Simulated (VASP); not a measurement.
# HfAlO (P4_2/mmc) in VASP: single point with PBE

Aim: the single point of HfAlO with PBE.

All numbers are computed with VASP 6.6.1; they aren't measurements. Logs are shortened: lines on timing, memory, paths and dates and some standing lists are left out, and cuts for length are marked.

## (1) The cell of the first run

The structure is tetragonal, space group P4_2/mmc (No. 131). Conventional cell: a = 3.717 Å, b = 3.717 Å, c = 5.256 Å, α = 90.00°, β = 90.00°, γ = 90.00°. Hf (site symmetry -4m2) has 4 O at 2.28 Å and 2 Hf at 2.63 Å and 4 Al at 2.63 Å within 3.0 Å. Within 3.0 Å of Al (site symmetry -4m2) lie 4 O at 2.28 Å and 2 Al at 2.63 Å and 4 Hf at 2.63 Å. O (site symmetry mmm) has 4 Hf at 2.28 Å and 4 Al at 2.28 Å within 3.0 Å.

## (2) Single point, PBE

The input, INCAR:

```
PREC = Accurate
ENCUT = 520
EDIFF = 1E-6
ISMEAR = 0
SIGMA = 0.1
LREAL = False
LASPH = True
NELM = 60
ALGO = Normal
ISIF = 2
LWAVE = False
LCHARG = True
GGA = PE
LELF = True
LVHAR = True
NBANDS = 28
```

The input, KPOINTS:

```
Automatic mesh
0
Gamma
  6 6 4
```

The input, POSCAR:

```
HfAlO
1.0
    3.7166356300      0.0000000000      0.0000000000
    0.0000000000      3.7166356300      0.0000000000
    0.0000000000      0.0000000000      5.2561165100
Hf Al O
2 2 2
Direct
    0.5000000000      0.5000000000      0.2500000000
    0.5000000000      0.5000000000      0.7500000000
    0.0000000000      0.0000000000      0.7500000000
    0.0000000000      0.0000000000      0.2500000000
    0.0000000000      0.5000000000      0.0000000000
    0.5000000000      0.0000000000      0.5000000000
```

Potentials or basis: VASP PAW PBE potentials, release 64 (Hf_pv, Al, O).

Command:

```
cat potpaw_PBE.64/Hf_pv/POTCAR potpaw_PBE.64/Al/POTCAR potpaw_PBE.64/O/POTCAR > POTCAR
mpirun -np 1 vasp_std > vasp.out
```

OUTCAR:

```text
PREC = Accurate
   ENCUT = 520
   EDIFF = 1E-6
   ISMEAR = 0
   LREAL = False
   LASPH = True
   NELM = 60
   ISIF = 2
   GGA = PE

 ion  position               nearest neighbor table
   1  0.500  0.500  0.250-   5 2.28   6 2.28   6 2.28   5 2.28   2 2.63   2 2.63   4 2.63   4 2.63
                             4 2.63   4 2.63
   2  0.500  0.500  0.750-   5 2.28   6 2.28   6 2.28   5 2.28   1 2.63   1 2.63   3 2.63   3 2.63
                             3 2.63   3 2.63
   3  0.000  0.000  0.750-   5 2.28   6 2.28   5 2.28   6 2.28   4 2.63   4 2.63   2 2.63   2 2.63
                             2 2.63   2 2.63
   4  0.000  0.000  0.250-   5 2.28   6 2.28   5 2.28   6 2.28   3 2.63   3 2.63   1 2.63   1 2.63
                             1 2.63   1 2.63
   5  0.000  0.500  0.000-   1 2.28   2 2.28   3 2.28   4 2.28   3 2.28   4 2.28   1 2.28   2 2.28

   6  0.500  0.000  0.500-   1 2.28   2 2.28   3 2.28   4 2.28   1 2.28   2 2.28   3 2.28   4 2.28

  LATTYP: Found a simple tetragonal cell.
 ALAT       =     3.7166356300
 C/A-ratio  =     1.4142135612

  Lattice vectors:

 A1 = (   3.7166356300,   0.0000000000,   0.0000000000)
 A2 = (   0.0000000000,   3.7166356300,   0.0000000000)
 A3 = (   0.0000000000,   0.0000000000,   5.2561165100)

Analysis of symmetry for initial positions (statically):
=====================================================================
 Subroutine PRICEL returns:
 Original cell was already a primitive cell.

 Routine SETGRP: Setting up the symmetry group for a
 simple tetragonal supercell.

 Subroutine GETGRP returns: Found 16 space group operations
 (whereof  8 operations were pure point group operations)
 out of a pool of 16 trial point group operations.

The static configuration has the point symmetry D_2h.
 The point group associated with its full space group is D_4h.

Analysis of symmetry for dynamics (positions and initial velocities):
=====================================================================
 Subroutine PRICEL returns:
 Original cell was already a primitive cell.

 Routine SETGRP: Setting up the symmetry group for a
 simple tetragonal supercell.

 Subroutine GETGRP returns: Found 16 space group operations
 (whereof  8 operations were pure point group operations)
 out of a pool of 16 trial point group operations.

The dynamic configuration has the point symmetry D_2h.
 The point group associated with its full space group is D_4h.

 Subroutine INISYM returns: Found 16 space group operations
 (whereof  8 operations are pure point group operations),
 and found     1 'primitive' translations

----------------------------------------------------------------------------------------

                                     Primitive cell

  volume of cell :      72.6047

  direct lattice vectors                    reciprocal lattice vectors
     3.716635630  0.000000000  0.000000000     0.269060543  0.000000000  0.000000000
     0.000000000  3.716635630  0.000000000     0.000000000  0.269060543  0.000000000
     0.000000000  0.000000000  5.256116510     0.000000000  0.000000000  0.190254535

  length of vectors
     3.716635630  3.716635630  5.256116510     0.269060543  0.269060543  0.190254535

  position of ions in fractional coordinates (direct lattice)
     0.500000000  0.500000000  0.250000000
     0.500000000  0.500000000  0.750000000
     0.000000000  0.000000000  0.750000000
     0.000000000  0.000000000  0.250000000
     0.000000000  0.500000000  0.000000000
     0.500000000  0.000000000  0.500000000

  ion indices of the primitive-cell ions
   primitive index   ion index
                 1           1
                 2           2
                 3           3
                 4           4
                 5           5
                 6           6

----------------------------------------------------------------------------------------

 KPOINTS: Automatic mesh

Automatic generation of k-mesh.
 Grid dimensions read from file:
 generate k-points for:    6    6    4

 Generating k-lattice:

  Cartesian coordinates                     Fractional coordinates (reciprocal lattice)
     0.044843424  0.000000000  0.000000000     0.166666667  0.000000000  0.000000000
     0.000000000  0.044843424  0.000000000     0.000000000  0.166666667  0.000000000
     0.000000000  0.000000000  0.047563634     0.000000000  0.000000000  0.250000000

  Length of vectors
     0.044843424  0.044843424  0.047563634

  Shift w.r.t. Gamma in fractional coordinates (k-lattice)
     0.000000000  0.000000000  0.000000000

 Subroutine IBZKPT returns following result:
 ===========================================

 Found     30 irreducible k-points:

 Following reciprocal coordinates:
            Coordinates               Weight
  0.000000  0.000000  0.000000      1.000000
  0.166667  0.000000  0.000000      4.000000
  0.333333  0.000000  0.000000      4.000000
  0.500000  0.000000  0.000000      2.000000
  0.166667  0.166667  0.000000      4.000000
  0.333333  0.166667  0.000000      8.000000
[... 16 lines left out ...]
  0.333333  0.000000  0.500000      4.000000
  0.500000  0.000000  0.500000      2.000000
 [... further k-points ...]
   k-points           NKPTS =     30   k-points in BZ     NKDIM =     30   number of bands    NBANDS=     28
   number of dos      NEDOS =    301   number of ions     NIONS =      6
   total plane-waves  NPLWV =  31360
   dimension x,y,z NGX =    28 NGY =   28 NGZ =   40
   dimension x,y,z NGXF=    56 NGYF=   56 NGZF=   80
   ions per type =               2   2   2
   NGX,Y,Z   is equivalent  to a cutoff of  12.52, 12.52, 12.65 a.u.
   NGXF,Y,Z  is equivalent  to a cutoff of  25.05, 25.05, 25.30 a.u.
 SYSTEM =  unknown system
   PREC   = accura    normal or accurate (medium, high low for compatibility)
   ISTART =      0    job   : 0-new  1-cont  2-samecut
   ICHARG =      2    charge: 1-file 2-atom 10-const
   ISPIN  =      1    spin polarized calculation?
   LNONCOLLINEAR =      F non collinear calculations
   LSORBIT =      F    spin-orbit coupling
   LASPH  =      T    aspherical Exc in radial PAW
   ENCUT  =  520.0 eV  38.22 Ry    6.18 a.u.   6.91  6.91  9.77*2*pi/ulx,y,z
   NELM   =     60;   NELMIN=  2; NELMDL= -5     # of ELM steps
   EDIFF  = 0.1E-05   stopping-criterion for ELM
   LREAL  =      F    real-space projection
   EDIFFG = 0.1E-04   stopping-criterion for IOM
   NSW    =      0    number of steps for IOM
   IBRION =     -1    ionic relax: 0-MD 1-quasi-New 2-CG
   NFREE  =      0    steps in history (QN), initial steepest desc. (CG)
   ISIF   =      2    stress and relaxation
   ISYM   =      2    0-nonsym 1-usesym 2-fastsym
   POTIM  = 0.5000    time-step for ionic-motion
   TEBEG  =    0.0;   TEEND  =   0.0 temperature during run
   PSTRESS=    0.0 pullay stress
   NELECT =      38.0000    total number of electrons
   NUPDOWN=      -1.0000    fix difference up-down
   EMIN   =  10.00;   EMAX   =-10.00  energy-range for DOS
   EFERMI =   0.00;   METHOD = LEGACY
   ISMEAR =     0;   SIGMA  =   0.10  broadening in eV -4-tet -1-fermi 0-gaus
   EFERMI_NEDOS =   21; number of points for ismear=-14 and -15
   IALGO  =     38    algorithm
   IMIX   =      4    mixing-type and parameters
     AMIX     =   0.40;   BMIX     =  1.00
     AMIX_MAG =   1.60;   BMIX_MAG =  1.00
  volume/ion in A,a.u.               =      12.10        81.66
  Fermi-wavevector in a.u.,A,eV,Ry     =   1.319313  2.493139 23.682107  1.740586
  Thomas-Fermi vector in A             =   2.449220
   LORBIT       =      0    0 simple, 1 ext, 2 COOP (PROOUT), +10 PAW based schemes
   GGA     = PE    functional components
   LHFCALC =     F    Hartree Fock is set to
   AEXX    =    0.0000 exact exchange contribution
   IVDW    =     0    specifies the selected vdW correction
   LEPSILON=     F    determine dielectric tensor
   LRPA    =     F    only Hartree local field effects (RPA)
 non-spin polarized calculation
 Gauss-broadening in eV      SIGMA  =   0.10
  energy-cutoff  :      520.00
  volume of cell :       72.60
 maximum number of plane-waves:      1984
 NGX is ok and might be reduce to    28
   NGX = 13   NGY = 13   NGZ = 19

 number of electron      37.9999985 magnetization

 Free energy of the ion-electron system (eV)
  ---------------------------------------------------
  ext. energy  EPLUGINS =         0.00000000
  ---------------------------------------------------
  free energy    TOTEN  =       -38.30676258 eV

  energy without entropy =      -38.30204392  energy(sigma->0) =      -38.30440325

 E-fermi :   8.9354     XC(G=0): -12.0536

 val. band max:        8.9069039581   @ k =   0.3333   0.0000   0.0000
 cond. band min:       8.9436769672   @ k =   0.5000   0.1667   0.0000
 fundamental gap:      0.0367730091
 Fermi energy:         8.9354133452

 k-point     1 :       0.0000    0.0000    0.0000
  band No.  band energies     occupation
      1     -23.2216      2.00000
      2     -22.1947      2.00000
      3     -22.1947      2.00000
      4     -21.8847      2.00000
      5     -21.8847      2.00000
      6     -20.9839      2.00000
[... 20 lines left out ...]
     27      12.7881      0.00000
     28      13.2757      0.00000

 k-point     2 :       0.1667    0.0000    0.0000
  band No.  band energies     occupation
      1     -23.2101      2.00000
      2     -22.2545      2.00000
      3     -22.1918      2.00000
      4     -21.9171      2.00000
      5     -21.8829      2.00000
      6     -20.9815      2.00000
[... 20 lines left out ...]
     27      13.5468      0.00000
     28      14.1609      0.00000

 k-point     3 :       0.3333    0.0000    0.0000
  band No.  band energies     occupation
      1     -23.1857      2.00000
      2     -22.3723      2.00000
      3     -22.1859      2.00000
      4     -21.9811      2.00000
      5     -21.8792      2.00000
      6     -20.9767      2.00000
[... 616 lines left out ...]
      3     -22.1322      2.00000
      4     -22.1273      2.00000
      5     -22.0561      2.00000
      6     -22.0142      2.00000
[... 20 lines left out ...]
     27      13.1358      0.00000
     28      14.7362      0.00000

 k-point    24 :       0.5000    0.0000    0.5000
  band No.  band energies     occupation
      1     -22.2916      2.00000
      2     -22.1745      2.00000
      3     -22.1618      2.00000
      4     -22.1313      2.00000
      5     -22.0540      2.00000
      6     -22.0115      2.00000
[... 20 lines left out ...]
     27      14.1970      0.00000
     28      14.8521      0.00000

 [... further k-points ...]
[... 5 lines left out ...]
  --------------------------------------------------------------------------------------
  -------------------------------------------------------------------------------------
  Total       15.4563545     15.4563545     18.6650799     -0.0000000      0.0000000      0.0000000
  in kB      341.0772066    341.0772066    411.8845288     -0.0000000      0.0000000      0.0000000
  external PRESSURE =     364.6796473 kB  Pullay stress =       0.0000000 kB

 VOLUME and BASIS-vectors are now :
 -----------------------------------------------------------------------------
  energy-cutoff  :      520.00
  volume of cell :       72.60
      direct lattice vectors                 reciprocal lattice vectors
     3.716635630  0.000000000  0.000000000     0.269060543  0.000000000  0.000000000
     0.000000000  3.716635630  0.000000000     0.000000000  0.269060543  0.000000000
     0.000000000  0.000000000  5.256116510     0.000000000  0.000000000  0.190254535

 POSITION                                       TOTAL-FORCE (eV/Angst)
 -----------------------------------------------------------------------------------
      1.85832      1.85832      1.31403         0.000000      0.000000      0.000000
      1.85832      1.85832      3.94209         0.000000      0.000000      0.000000
      0.00000      0.00000      3.94209        -0.000000     -0.000000      0.000000
      0.00000      0.00000      1.31403         0.000000     -0.000000     -0.000000
      0.00000      1.85832      0.00000         0.000000      0.000000      0.000000
      1.85832      0.00000      2.62806         0.000000      0.000000      0.000000
 -----------------------------------------------------------------------------------
    total drift:                                0.000000      0.000000      0.000000

  FREE ENERGIE OF THE ION-ELECTRON SYSTEM (eV)
  ---------------------------------------------------
  free  energy   TOTEN  =       -38.3067625782 eV

  energy  without entropy=      -38.3020439241  energy(sigma->0) =      -38.30440325
```

Run time: 85 s. Hardware: 1 thread of Intel Xeon 8259CL, shared host; peak memory 0.21 GiB.

What came out:

* Free energy: -38.3068 eV
* Pressure: 36.5 GPa
* Band gap on the k mesh: zero (bands 19 and 20 overlap by 2.32 eV)

Stress tensor (GPa, compression positive):
```
34.11  0.00  0.00
 0.00 34.11  0.00
 0.00  0.00 41.19
```

Caveat: the cell stands under pressure; spin-orbit coupling is left out, which moves the levels of the heavy elements.
